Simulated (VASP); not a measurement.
# CaO (Fm-3m) in VASP: further runs, part 2 of 2

VASP 6.6.1.

## Step 3: Single point, r2SCAN (volume scaled by 0.94)

The input, POSCAR:

```
CaO
1.0
    0.0000000000      2.3485040427      2.3485040427
    2.3485040427      0.0000000000      2.3485040427
    2.3485040427      2.3485040427      0.0000000000
Ca O
1 1
Direct
    0.0000000000      0.0000000000      0.0000000000
    0.5000000000      0.5000000000      0.5000000000
```

The input, INCAR.step1:

```
SYSTEM = CaO
  PREC = Accurate
  ENCUT = 520
  ISMEAR = 0
  SIGMA = 0.02
  LREAL = .FALSE.
  LASPH = .TRUE.
  NELM = 100
  NBANDS = 15
  GGA = PE
  ALGO = Normal
  EDIFF = 1E-4
  LWAVE = .TRUE.
  LCHARG = .FALSE.
```

The input, INCAR.step2:

```
SYSTEM = CaO
  PREC = Accurate
  ENCUT = 520
  EDIFF = 1E-7
  ISMEAR = 0
  SIGMA = 0.02
  LREAL = .FALSE.
  LASPH = .TRUE.
  NELM = 100
  ALGO = Normal
  ISIF = 2
  LWAVE = .FALSE.
  LCHARG = .FALSE.
  METAGGA = R2SCAN
  LMIXTAU = .TRUE.
  NBANDS = 15
  ISTART = 1
```

The input, KPOINTS:

```
regular mesh
0
G
  8 8 8
  0 0 0
```

Potentials or basis: VASP PAW PBE potentials, release 64 (Ca_sv, O).

Command:

```console
> cat potpaw_PBE.64/Ca_sv/POTCAR potpaw_PBE.64/O/POTCAR > POTCAR
> cp INCAR.step1 INCAR
> mpirun -np 1 vasp_std > vasp.out
> cp INCAR.step2 INCAR
> mpirun -np 1 vasp_std > vasp.out
```

Wall time 40 s (1 thread of AMD EPYC 9R45 (Zen 5), shared host); peak memory 0.14 GiB.

Results (log left out):

```yaml
Free_energy: -19.3979 eV
Pressure: 9.7 GPa
Band_gap_on_the_k_mesh: 4.16 eV, indirect (least direct gap 4.51 eV)
```

Levels at points of the mesh, in eV from the valence-band top:
```tsv
k point	band 6	band 7	band 8	band 9	band 10	band 11
(0.00, 0.00, 0.00)	0.00	0.00	0.00	6.04	7.02	7.02
(0.50, 0.00, 0.00)	-2.77	-1.35	-1.35	8.03	9.43	9.43
(0.50, 0.50, 0.00)	-1.25	-0.35	-0.35	4.16	9.30	10.03
```

Caveat: the cell differs from its parent crystal (volume scaled by 0.94); the PAW data sets were made with another functional, which shifts forces and pressure a little. A k mesh can miss the band edges.

## Step 4: Single point, r2SCAN (volume scaled by 0.97)

The input, POSCAR:

```
CaO
1.0
    0.0000000000      2.3732269547      2.3732269547
    2.3732269547      0.0000000000      2.3732269547
    2.3732269547      2.3732269547      0.0000000000
Ca O
1 1
Direct
    0.0000000000      0.0000000000      0.0000000000
    0.5000000000      0.5000000000      0.5000000000
```

The input, INCAR.step1:

```
PREC = Accurate
ENCUT = 520
ISMEAR = 0
SIGMA = 0.02
LREAL = False
LASPH = True
NELM = 100
NBANDS = 15
GGA = PE
ALGO = Normal
EDIFF = 1E-4
LWAVE = True
LCHARG = False
```

The input, INCAR.step2:

```
PREC = Accurate
ENCUT = 520
EDIFF = 1E-6
ISMEAR = 0
SIGMA = 0.02
LREAL = False
LASPH = True
NELM = 100
ALGO = Normal
ISIF = 2
LWAVE = False
LCHARG = False
METAGGA = R2SCAN
LMIXTAU = True
NBANDS = 15
ISTART = 1
```

The input, KPOINTS:

```
Automatic mesh
0
Gamma
  8 8 8
```

Potentials or basis: VASP PAW PBE potentials, release 64 (Ca_sv, O).

Command:

```console
> cat potpaw_PBE.64/Ca_sv/POTCAR potpaw_PBE.64/O/POTCAR > POTCAR
> cp INCAR.step1 INCAR
> mpirun -np 1 vasp_std > vasp.out
> cp INCAR.step2 INCAR
> mpirun -np 1 vasp_std > vasp.out
```

OUTCAR:

```text
PREC = Accurate
   ENCUT = 520
   EDIFF = 1E-6
   ISMEAR = 0
   LREAL = False
   LASPH = True
   NELM = 100
   ISIF = 2
   METAGGA = R2SCAN
   ISTART = 1

 ion  position               nearest neighbor table
   1  0.000  0.000  0.000-   2 2.37   2 2.37   2 2.37   2 2.37   2 2.37   2 2.37
   2  0.500  0.500  0.500-   1 2.37   1 2.37   1 2.37   1 2.37   1 2.37   1 2.37

  LATTYP: Found a face centered cubic cell.
 ALAT       =     4.7464539094

  Lattice vectors:

 A1 = (   0.0000000000,   2.3732269547,   2.3732269547)
 A2 = (   2.3732269547,   0.0000000000,   2.3732269547)
[... 611 lines left out ...]
     12      12.1991      0.00000
     13      13.5171      0.00000
     14      15.3465      0.00000
     15      17.6240      0.00000

 [... further k-points ...]
[... 5 lines left out ...]
  --------------------------------------------------------------------------------------
  -------------------------------------------------------------------------------------
  Total        0.8359186      0.8359186      0.8359186      0.0000000      0.0000000      0.0000000
  in kB       50.0987353     50.0987353     50.0987353      0.0000000      0.0000000      0.0000000
  external PRESSURE =      50.0987353 kB  Pullay stress =       0.0000000 kB

 VOLUME and BASIS-vectors are now :
 -----------------------------------------------------------------------------
  energy-cutoff  :      520.00
  volume of cell :       26.73
      direct lattice vectors                 reciprocal lattice vectors
     0.000000000  2.373226955  2.373226955    -0.210683601  0.210683601  0.210683601
     2.373226955  0.000000000  2.373226955     0.210683601 -0.210683601  0.210683601
     2.373226955  2.373226955  0.000000000     0.210683601  0.210683601 -0.210683601

 POSITION                                       TOTAL-FORCE (eV/Angst)
 -----------------------------------------------------------------------------------
      0.00000      0.00000      0.00000        -0.000000     -0.000000     -0.000000
      2.37323      2.37323      2.37323         0.000000      0.000000      0.000000
 -----------------------------------------------------------------------------------
    total drift:                                0.000000      0.000000      0.000000

  FREE ENERGIE OF THE ION-ELECTRON SYSTEM (eV)
  ---------------------------------------------------
  free  energy   TOTEN  =       -19.4365737514 eV

  energy  without entropy=      -19.4365737514  energy(sigma->0) =      -19.43657375
```

OUTCAR.step1:

```text
PREC = Accurate
   ENCUT = 520
   ISMEAR = 0
   LREAL = False
   LASPH = True
[... 654 lines left out ...]
      0.00000      0.00000      0.00000        -0.000000      0.000000      0.000000
      2.37323      2.37323      2.37323         0.000000     -0.000000     -0.000000
 -----------------------------------------------------------------------------------
    total drift:                                0.000000      0.000000      0.000000

  FREE ENERGIE OF THE ION-ELECTRON SYSTEM (eV)
  ---------------------------------------------------
  free  energy   TOTEN  =       -12.7710675497 eV

  energy  without entropy=      -12.7710675497  energy(sigma->0) =      -12.77106755
```

Run time: 37 s. Hardware: 1 thread of AMD EPYC 9R45 (Zen 5), shared host; peak memory 0.14 GiB.

What came out:

```yaml
Free_energy: -19.4366 eV
Pressure: 5.0 GPa
Band_gap_on_the_k_mesh: 4.18 eV, indirect (least direct gap 4.54 eV)
```

Caveat: the cell differs from its parent crystal (volume scaled by 0.97); the PAW data sets were made with another functional, which shifts forces and pressure a little.

## Step 5: Single point, r2SCAN

This run uses another cell than the first one, of 13.78 Å³/atom, 1.099 times its volume.

The input, POSCAR:

```
CaO
1.0
    0.0000000000      2.3974452290      2.3974452290
    2.3974452290      0.0000000000      2.3974452290
    2.3974452290      2.3974452290      0.0000000000
Ca O
1 1
Direct
    0.0000000000      0.0000000000      0.0000000000
    0.5000000000      0.5000000000      0.5000000000
```

The input, INCAR.step1:

```
ALGO = Normal
EDIFF = 1E-4
ENCUT = 520
GGA = PE
ISMEAR = 0
LASPH = True
LCHARG = False
LREAL = False
LWAVE = True
NBANDS = 15
NELM = 80
PREC = Accurate
SIGMA = 0.02
```

The input, INCAR.step2:

```
ALGO = Normal
EDIFF = 1E-7
ENCUT = 520
ISIF = 2
ISMEAR = 0
ISTART = 1
LASPH = True
LCHARG = False
LMIXTAU = True
LREAL = False
LWAVE = False
METAGGA = R2SCAN
NBANDS = 15
NELM = 80
PREC = Accurate
SIGMA = 0.02
```

The input, KPOINTS:

```
k-points
0
Gamma
  8 8 8
```

Command:

```console
> cat potpaw_PBE.64/Ca_sv/POTCAR potpaw_PBE.64/O/POTCAR > POTCAR
> cp INCAR.step1 INCAR
> mpirun -np 1 vasp_std > vasp.out
> cp INCAR.step2 INCAR
> mpirun -np 1 vasp_std > vasp.out
```

Wall time 44 s (1 thread of AMD EPYC 9R45 (Zen 5), shared host); peak memory 0.14 GiB.

Results (log left out):

* Free energy: -19.4530 eV
* Pressure: 1.1 GPa
* Band gap on the k mesh: 4.19 eV, indirect (least direct gap 4.56 eV)

Levels at points of the mesh, in eV from the valence-band top:
```
           k point  band 6  band 7  band 8  band 9  band 10  band 11
(0.00, 0.00, 0.00)    0.00    0.00    0.00    5.49     6.87     6.87
(0.50, 0.00, 0.00)   -2.62   -1.21   -1.21    7.73     9.09     9.09
(0.50, 0.50, 0.00)   -1.29   -0.37   -0.37    4.19     8.82     9.67
```

Caveat: the PAW data sets were made with another functional, which shifts forces and pressure a little.

## Step 6: Overview

```csv
cell,gap on the mesh (eV),pressure (GPa)
"a = 3.286 Å, angles 60.0°, 2 atoms",4.13,15.1
"a = 3.321 Å, angles 60.0°, 2 atoms",4.16,9.7
"a = 3.356 Å, angles 60.0°, 2 atoms",4.18,5.0
"a = 3.390 Å, angles 60.0°, 2 atoms",4.19,1.1
```

Alike in all rows: task single point; level r2SCAN; potentials or basis VASP PAW PBE potentials, release 64 (Ca_sv, O); no spin polarisation; k mesh 8 × 8 × 8; cutoff (eV) 520; smearing gaussian 0.02 eV.

Caveats: the PAW data sets were made with another functional, which shifts forces and pressure a little.

Total energies depend on the potentials used, so only differences within one code and one set of settings carry meaning.
